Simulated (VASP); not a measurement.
# AlFe3B in VASP: a series of runs, part 2 of 2

VASP 6.6.1.

## 4. Single point, PBEsol, collinear spin, ferromagnetic start

This run uses another cell than the first one, of 10.73 Å³/atom.

Input file INCAR:

```
ALGO = Normal
EDIFF = 1E-6
ENCUT = 520
GGA = PS
ISIF = 2
ISMEAR = -1
ISPIN = 2
LASPH = T
LCHARG = F
LMAXMIX = 4
LORBIT = 11
LREAL = F
LWAVE = F
MAGMOM = 3 3 3 0 0
NBANDS = 27
NELM = 150
PREC = Accurate
SIGMA = 0.05
```

Input file KPOINTS:

```
k-points
0
Gamma
  6 6 6
```

Input file POSCAR:

```
AlFe3B
1.0
    3.7458755600      0.0000000000      0.0000000000
    0.0000000000      3.7458755600      0.0000000000
    0.0000000000      0.0000000000      3.8223220000
Fe Al B
3 1 1
Direct
    0.0000000000      0.0000000000      0.5000000000
    0.0000000000      0.5000000000      0.0000000000
    0.5000000000      0.0000000000      0.0000000000
    0.5000000000      0.5000000000      0.5000000000
    0.0000000000      0.0000000000      0.0000000000
```

Potentials or basis: VASP PAW PBE potentials, release 64 (Fe, Al, B).

Started as:

```console
> cat potpaw_PBE.64/Fe/POTCAR potpaw_PBE.64/Al/POTCAR potpaw_PBE.64/B/POTCAR > POTCAR
> mpirun -np 1 vasp_std > vasp.out
```

OUTCAR:

```text
EDIFF = 1E-6
   ENCUT = 520
   GGA = PS
   ISIF = 2
   ISMEAR = -1
   ISPIN = 2
   LASPH = T
   LORBIT = 11
   LREAL = F
   NELM = 150
   PREC = Accurate

 ion  position               nearest neighbor table
   1  0.000  0.000  0.500-   5 1.91   5 1.91   4 2.65   4 2.65   4 2.65   4 2.65   2 2.68   2 2.68
                             3 2.68   2 2.68   3 2.68   2 2.68   3 2.68   3 2.68
   2  0.000  0.500  0.000-   5 1.87   5 1.87   3 2.65   3 2.65   3 2.65   3 2.65   1 2.68   4 2.68
                             1 2.68   1 2.68   1 2.68   4 2.68   4 2.68   4 2.68
   3  0.500  0.000  0.000-   5 1.87   5 1.87   2 2.65   2 2.65   2 2.65   2 2.65   4 2.68   4 2.68
                             4 2.68   1 2.68   1 2.68   1 2.68   1 2.68   4 2.68
   4  0.500  0.500  0.500-   1 2.65   1 2.65   1 2.65   1 2.65   3 2.68   2 2.68   3 2.68   3 2.68
                             3 2.68   2 2.68   2 2.68   2 2.68
   5  0.000  0.000  0.000-   2 1.87   3 1.87   2 1.87   3 1.87   1 1.91   1 1.91

  LATTYP: Found a simple tetragonal cell.
 ALAT       =     3.7458755600
 C/A-ratio  =     1.0204081633

  Lattice vectors:

 A1 = (   3.7458755600,   0.0000000000,   0.0000000000)
 A2 = (   0.0000000000,   3.7458755600,   0.0000000000)
 A3 = (   0.0000000000,   0.0000000000,   3.8223220000)

Analysis of symmetry for initial positions (statically):
=====================================================================
 Subroutine PRICEL returns:
 Original cell was already a primitive cell.

 Routine SETGRP: Setting up the symmetry group for a
 simple tetragonal supercell.

 Subroutine GETGRP returns: Found 16 space group operations
 (whereof 16 operations were pure point group operations)
 out of a pool of 16 trial point group operations.

The static configuration has the point symmetry D_4h.

Analysis of symmetry for dynamics (positions and initial velocities):
=====================================================================
 Subroutine PRICEL returns:
 Original cell was already a primitive cell.

 Routine SETGRP: Setting up the symmetry group for a
 simple tetragonal supercell.

 Subroutine GETGRP returns: Found 16 space group operations
 (whereof 16 operations were pure point group operations)
 out of a pool of 16 trial point group operations.

The dynamic configuration has the point symmetry D_4h.

Analysis of structural, dynamic, and magnetic symmetry:
=====================================================================
 Subroutine PRICEL returns:
 Original cell was already a primitive cell.

 Routine SETGRP: Setting up the symmetry group for a
 simple tetragonal supercell.

 Subroutine GETGRP returns: Found 16 space group operations
 (whereof 16 operations were pure point group operations)
 out of a pool of 16 trial point group operations.

The overall configuration has the point symmetry D_4h.

 Subroutine INISYM returns: Found 16 space group operations
 (whereof 16 operations are pure point group operations),
 and found     1 'primitive' translations

----------------------------------------------------------------------------------------

                                     Primitive cell

  volume of cell :      53.6332

  direct lattice vectors                    reciprocal lattice vectors
     3.745875560  0.000000000  0.000000000     0.266960283  0.000000000  0.000000000
     0.000000000  3.745875560  0.000000000     0.000000000  0.266960283  0.000000000
[... 96 lines left out ...]
   NFREE  =      0    steps in history (QN), initial steepest desc. (CG)
   ISIF   =      2    stress and relaxation
   ISYM   =      2    0-nonsym 1-usesym 2-fastsym
   POTIM  = 0.5000    time-step for ionic-motion
   TEBEG  =    0.0;   TEEND  =   0.0 temperature during run
   PSTRESS=    0.0 pullay stress
   NELECT =      30.0000    total number of electrons
   NUPDOWN=      -1.0000    fix difference up-down
   EMIN   =  10.00;   EMAX   =-10.00  energy-range for DOS
   EFERMI =   0.00;   METHOD = LEGACY
   ISMEAR =    -1;   SIGMA  =   0.05  broadening in eV -4-tet -1-fermi 0-gaus
   EFERMI_NEDOS =   21; number of points for ismear=-14 and -15
   IALGO  =     38    algorithm
   IMIX   =      4    mixing-type and parameters
     AMIX     =   0.40;   BMIX     =  1.00
     AMIX_MAG =   1.60;   BMIX_MAG =  1.00
  volume/ion in A,a.u.               =      10.73        72.39
  Fermi-wavevector in a.u.,A,eV,Ry     =   1.348872  2.548998 24.755181  1.819454
  Thomas-Fermi vector in A             =   2.476505
   LORBIT       =     11    0 simple, 1 ext, 2 COOP (PROOUT), +10 PAW based schemes
   GGA     = PS    functional components
   LHFCALC =     F    Hartree Fock is set to
   AEXX    =    0.0000 exact exchange contribution
   IVDW    =     0    specifies the selected vdW correction
   LEPSILON=     F    determine dielectric tensor
   LRPA    =     F    only Hartree local field effects (RPA)
 spin polarized calculation
  energy-cutoff  :      520.00
  volume of cell :       53.63
 maximum number of plane-waves:      1462
 NGX is ok and might be reduce to    28
   NGX = 13   NGY = 13   NGZ = 15

 number of electron      30.0000013 magnetization       4.0169700

 Free energy of the ion-electron system (eV)
  ---------------------------------------------------
  ext. energy  EPLUGINS =         0.00000000
  ---------------------------------------------------
  free energy    TOTEN  =       -38.72783315 eV

  energy without entropy =      -38.69543868  energy(sigma->0) =      -38.71163591

 E-fermi :   6.8287     XC(G=0): -12.5730

 val. band max:        6.8282769327   @ k =   0.3333   0.3333   0.0000
 cond. band min:       6.8313673384   @ k =   0.3333   0.1667   0.0000
 fundamental gap:      0.0030904057
 Fermi energy:         6.8287006501

 spin component 1

 k-point     1 :       0.0000    0.0000    0.0000
  band No.  band energies     occupation
      1      -4.1559      1.00000
      2      -0.0299      1.00000
      3       3.1966      1.00000
      4       3.1966      1.00000
      5       3.1983      1.00000
      6       3.3701      1.00000
[... 709 lines left out ...]
     26      15.3686      0.00000
     27      15.7731      0.00000

 [... further k-points ...]

 spin component 2

 k-point     1 :       0.0000    0.0000    0.0000
  band No.  band energies     occupation
      1      -4.1300      1.00000
      2       0.2230      1.00000
      3       4.2252      1.00000
      4       4.2829      1.00000
      5       4.2876      1.00000
      6       4.3231      1.00000
[... 709 lines left out ...]
     26      15.5758      0.00000
     27      16.1472      0.00000

 [... further k-points ...]

------------------------ aborting loop because EDIFF is reached ----------------------------------------

  FORCE on cell =-STRESS in cart. coord.  units (eV):
  Direction    XX          YY          ZZ          XY          YZ          ZX
  --------------------------------------------------------------------------------------
  -------------------------------------------------------------------------------------
  Total        1.1016771      1.1016771     -1.3179280      0.0000000     -0.0000000      0.0000000
  in kB       32.9102307     32.9102307    -39.3702616      0.0000000     -0.0000000      0.0000000
  external PRESSURE =       8.8167333 kB  Pullay stress =       0.0000000 kB

 VOLUME and BASIS-vectors are now :
 -----------------------------------------------------------------------------
  energy-cutoff  :      520.00
  volume of cell :       53.63
      direct lattice vectors                 reciprocal lattice vectors
     3.745875560  0.000000000  0.000000000     0.266960283  0.000000000  0.000000000
     0.000000000  3.745875560  0.000000000     0.000000000  0.266960283  0.000000000
     0.000000000  0.000000000  3.822322000     0.000000000  0.000000000  0.261621077

 POSITION                                       TOTAL-FORCE (eV/Angst)
 -----------------------------------------------------------------------------------
      0.00000      0.00000      1.91116         0.000000      0.000000      0.000000
      0.00000      1.87294      0.00000         0.000000      0.000000      0.000000
      1.87294      0.00000      0.00000         0.000000      0.000000      0.000000
      1.87294      1.87294      1.91116         0.000000      0.000000      0.000000
      0.00000      0.00000      0.00000         0.000000      0.000000      0.000000
 -----------------------------------------------------------------------------------
    total drift:                               -0.000000      0.000000     -0.000000

  FREE ENERGIE OF THE ION-ELECTRON SYSTEM (eV)
  ---------------------------------------------------
  free  energy   TOTEN  =       -38.7278331521 eV

  energy  without entropy=      -38.6954386759  energy(sigma->0) =      -38.71163591

 total charge

# of ion       s       p       d       tot
------------------------------------------
    1        0.458   0.629   6.434   7.521
    2        0.471   0.655   6.453   7.579
    3        0.471   0.655   6.453   7.579
    4        0.388   0.363   0.000   0.751
    5        0.821   1.349   0.000   2.170
--------------------------------------------------
tot          2.609   3.651  19.340  25.600

 magnetization (x)

# of ion       s       p       d       tot
------------------------------------------
    1       -0.004  -0.020   1.464   1.440
    2       -0.005  -0.021   1.440   1.414
    3       -0.005  -0.021   1.440   1.414
    4       -0.016  -0.043   0.000  -0.060
    5       -0.018  -0.101   0.000  -0.119
--------------------------------------------------
tot         -0.049  -0.206   4.344   4.089
```

It took 71 s on 1 thread of Intel Xeon Platinum 8488C (Sapphire Rapids), shared host; peak memory 0.23 GiB.

What came out:

```
Free energy                                           : -38.7278 eV
Pressure                                              : 0.9 GPa
Band gap on the k mesh                                : zero (filled and empty bands overlap)
Net moment                                            : 4.02 μB per cell
Site moments                                          : Fe +1.44, +1.41 (each value once); Al -0.06; B -0.12 μB
Valence electrons inside the program's atomic spheres : Fe 7.52, 7.58 (each value once); Al 0.75; B 2.17
```

Caveat: the PAW data sets were made with another functional, which shifts forces and pressure a little.

## 5. Single point, PBEsol, collinear spin, ferromagnetic start

This run uses another cell than the first one, of 10.95 Å³/atom.

Input file INCAR:

```
ALGO     = Normal         # electronic algorithm
EDIFF    = 1E-6           # SCF threshold, eV
ENCUT    = 520            # plane-wave cutoff, eV
GGA      = PS             # functional
ISIF     = 2              # what is computed and relaxed
ISMEAR   = -1             # smearing method
ISPIN    = 2              # spin polarisation
LASPH    = True           # aspherical terms in the spheres
LCHARG   = True           # write CHGCAR
LELF     = True           # ELF
LMAXMIX  = 4              # l up to which the mixer works
LORBIT   = 11             # projections on sites
LREAL    = False          # projectors in reciprocal space
LVHAR    = True         
LWAVE    = False          # write WAVECAR
MAGMOM   = 3 3 3 0 0      # initial moments
NBANDS   = 27             # bands
NELM     = 150            # most SCF steps
PREC     = Accurate       # precision mode
SIGMA    = 0.05           # smearing width, eV
```

KPOINTS is that of step 4.

POSCAR: that of step 4 with these lines changed.

```diff
@@ -2,4 +2,4 @@
 1.0
-    3.7458755600      0.0000000000      0.0000000000
-    0.0000000000      3.7458755600      0.0000000000
+    3.7840987800      0.0000000000      0.0000000000
+    0.0000000000      3.7840987800      0.0000000000
     0.0000000000      0.0000000000      3.8223220000
```

Potentials or basis: VASP PAW PBE potentials, release 64 (Fe, Al, B).

Started as:

```console
> cat potpaw_PBE.64/Fe/POTCAR potpaw_PBE.64/Al/POTCAR potpaw_PBE.64/B/POTCAR > POTCAR
> mpirun -np 1 vasp_std > vasp.out
```

OUTCAR:

```text
EDIFF = 1E-6
   ENCUT = 520
   GGA = PS
   ISIF = 2
   ISMEAR = -1
   ISPIN = 2
   LASPH = True
   LORBIT = 11
   LREAL = False
   NELM = 150
   PREC = Accurate

 ion  position               nearest neighbor table
   1  0.000  0.000  0.500-   5 1.91   5 1.91   4 2.68   4 2.68   4 2.68   4 2.68   2 2.69   2 2.69
                             3 2.69   2 2.69   3 2.69   2 2.69   3 2.69   3 2.69
   2  0.000  0.500  0.000-   5 1.89   5 1.89   3 2.68   3 2.68   3 2.68   3 2.68   1 2.69   4 2.69
                             1 2.69   1 2.69   1 2.69   4 2.69   4 2.69   4 2.69
   3  0.500  0.000  0.000-   5 1.89   5 1.89   2 2.68   2 2.68   2 2.68   2 2.68   4 2.69   4 2.69
                             4 2.69   1 2.69   1 2.69   1 2.69   1 2.69   4 2.69
   4  0.500  0.500  0.500-   1 2.68   1 2.68   1 2.68   1 2.68   3 2.69   2 2.69   3 2.69   3 2.69
                             3 2.69   2 2.69   2 2.69   2 2.69
   5  0.000  0.000  0.000-   2 1.89   3 1.89   2 1.89   3 1.89   1 1.91   1 1.91

  LATTYP: Found a simple tetragonal cell.
 ALAT       =     3.7840987800
 C/A-ratio  =     1.0101010101

  Lattice vectors:

 A1 = (   3.7840987800,   0.0000000000,   0.0000000000)
[... 1656 lines left out ...]
  -------------------------------------------------------------------------------------
  Total       -0.7425468     -0.7425468     -1.9132996      0.0000000      0.0000000      0.0000000
  in kB      -21.7361308    -21.7361308    -56.0068767      0.0000000      0.0000000      0.0000000
  external PRESSURE =     -33.1597128 kB  Pullay stress =       0.0000000 kB

 VOLUME and BASIS-vectors are now :
 -----------------------------------------------------------------------------
  energy-cutoff  :      520.00
  volume of cell :       54.73
      direct lattice vectors                 reciprocal lattice vectors
     3.784098780  0.000000000  0.000000000     0.264263715  0.000000000  0.000000000
     0.000000000  3.784098780  0.000000000     0.000000000  0.264263715  0.000000000
     0.000000000  0.000000000  3.822322000     0.000000000  0.000000000  0.261621077

 POSITION                                       TOTAL-FORCE (eV/Angst)
 -----------------------------------------------------------------------------------
      0.00000      0.00000      1.91116         0.000000      0.000000      0.000000
      0.00000      1.89205      0.00000         0.000000      0.000000      0.000000
      1.89205      0.00000      0.00000         0.000000      0.000000      0.000000
      1.89205      1.89205      1.91116         0.000000      0.000000      0.000000
      0.00000      0.00000      0.00000         0.000000      0.000000      0.000000
 -----------------------------------------------------------------------------------
    total drift:                               -0.000000      0.000000     -0.000000

  FREE ENERGIE OF THE ION-ELECTRON SYSTEM (eV)
  ---------------------------------------------------
  free  energy   TOTEN  =       -38.7314787638 eV

  energy  without entropy=      -38.6987465545  energy(sigma->0) =      -38.71511266

 total charge

# of ion       s       p       d       tot
------------------------------------------
    1        0.453   0.618   6.421   7.492
    2        0.460   0.630   6.430   7.519
    3        0.460   0.630   6.430   7.519
    4        0.387   0.356   0.000   0.743
    5        0.814   1.328   0.000   2.142
--------------------------------------------------
tot          2.573   3.562  19.280  25.415

 magnetization (x)

# of ion       s       p       d       tot
------------------------------------------
    1       -0.005  -0.021   1.480   1.454
    2       -0.005  -0.022   1.470   1.443
    3       -0.005  -0.022   1.470   1.443
    4       -0.017  -0.044   0.000  -0.061
    5       -0.019  -0.104   0.000  -0.123
--------------------------------------------------
tot         -0.051  -0.213   4.419   4.156
```

It took 68 s on 1 thread of Intel Xeon Platinum 8488C (Sapphire Rapids), shared host; peak memory 0.23 GiB.

What came out:

| Item | Value |
| --- | --- |
| Free energy | -38.7315 eV |
| Pressure | -3.3 GPa |
| Net moment | 4.07 μB per cell |
| Site moments | Fe +1.45, +1.44 (each value once); Al -0.06; B -0.12 μB |
| Valence electrons inside the program's atomic spheres | Fe 7.49, 7.52 (each value once); Al 0.74; B 2.14 |

Stress tensor (GPa, compression positive):
```
-2.17  0.00  0.00
 0.00 -2.17  0.00
 0.00  0.00 -5.60
```

Caveat: the cell stands under tension; the PAW data sets were made with another functional, which shifts forces and pressure a little.

## 6. Overview

| cell | gap on the mesh (eV) | pressure (GPa) | moment (μB) |
| --- | --- | --- | --- |
| a = 3.822 Å, 5 atoms | none | -7.2 | 4.11 |
| a = 3.669, b = 3.669, c = 3.822 Å, 5 atoms | none | 10.6 | 3.88 |
| a = 3.746, b = 3.746, c = 3.822 Å, 5 atoms | none | 0.9 | 4.02 |
| a = 3.784, b = 3.784, c = 3.822 Å, 5 atoms | none | -3.3 | 4.07 |

Alike in all rows: task single point; level PBEsol; potentials or basis VASP PAW PBE potentials, release 64 (Fe, Al, B); spin collinear, ferromagnetic start; k mesh 6 × 6 × 6; cutoff (eV) 520; smearing fermi-dirac 0.05 eV.

Caveats: the PAW data sets were made with another functional, which shifts forces and pressure a little; the cell stands under tension (at least some runs); the cell stands under pressure (at least some runs).

Total energies depend on the potentials used, so only differences within one code and one set of settings carry meaning.
